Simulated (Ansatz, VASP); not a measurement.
## One calculation of MgI2, two programs

INCAR

```
SYSTEM = MgI2
PREC = Accurate
ENCUT = 520
EDIFF = 1E-6
ISMEAR = 0
SIGMA = 0.05
LREAL = .False.
LASPH = .True.
NELM = 80
ALGO = Normal
ISIF = 2
LWAVE = .False.
LCHARG = .True.
GGA = PE
IVDW = 12
LELF = .True.
LVHAR = .True.
NBANDS = 15
```

Contents of KPOINTS:

```
regular mesh
0
Gamma
  9 9 4
  0 0 0
```

File POSCAR:

```
MgI2
1.0
    4.3849249435      0.0000000000      0.0000000000
   -2.1924624717      3.7974563947      0.0000000000
    0.0000000000      0.0000000000      6.1573900307
Mg I
1 2
Direct
    0.0000000000      0.0000000000      0.0000000000
    0.3333333333      0.6666666667      0.7576300000
    0.6666666667      0.3333333333      0.2423700000
```

Input for Ansatz:

```yaml
crystal:
  lattice:
    - [4.3849249435, 0.0, 0.0]
    - [-2.1924624717, 3.7974563947, 0.0]
    - [0.0, 0.0, 6.1573900307]
  atoms:
    - { symbol: Mg, position: [0.0, 0.0, 0.0] }
    - { symbol: I, position: [0.3333333333, 0.6666666667, 0.75763] }
    - { symbol: I, position: [0.6666666667, 0.3333333333, 0.24237] }
basis:
  ecutwfc: 420
kpoints:
  mp_grid: { grid: [9, 9, 4] }
hamiltonian:
  xc: pbe
  dispersion: d3bj
scf:
  occupations: { method: gaussian, width: 0.05 }
output:
  forces: true
  stress: true
  eigenvalues: true
```

Alike in both runs: task single point; functional PBE; dispersion D3(BJ); k mesh 9 × 9 × 4; occupations gaussian, width 0.05 eV; no spin polarisation.

```csv
,VASP,Ansatz
version,VASP 6.6.1,Ansatz 0.2.0
potentials or method,"VASP PAW PBE potentials, release 64 (Mg, I), cutoff 520 eV","scalar-relativistic, plane waves, PAW"
valence electrons in the cell,16,44
```

VASP gave:

| Property | Result |
| --- | --- |
| gap on the k mesh at the Fermi level (eV) | 2.62 |
| least direct gap on the mesh (eV) | 2.62 |
| pressure (GPa) | -0.4 |
| traceless stress, the component that is largest in VASP (GPa) | 2.80 |
| rms of the force components (eV/Å) | 0.153 |

Q: Which values does Ansatz return?

A: gap on the k mesh at the Fermi level (eV): 2.64; least direct gap on the mesh (eV): 2.64; pressure (GPa): -0.3; traceless stress, the component that is largest in VASP (GPa): 2.79; rms of the force components (eV/Å): 0.157.

Atom by atom the forces differ by 0.004 eV/Å (rms over components). VASP's potentials hold 16 valence electrons a cell and Ansatz's 44, so a difference there can come from the potentials and not from the codes.

Neither program's run includes spin-orbit coupling.
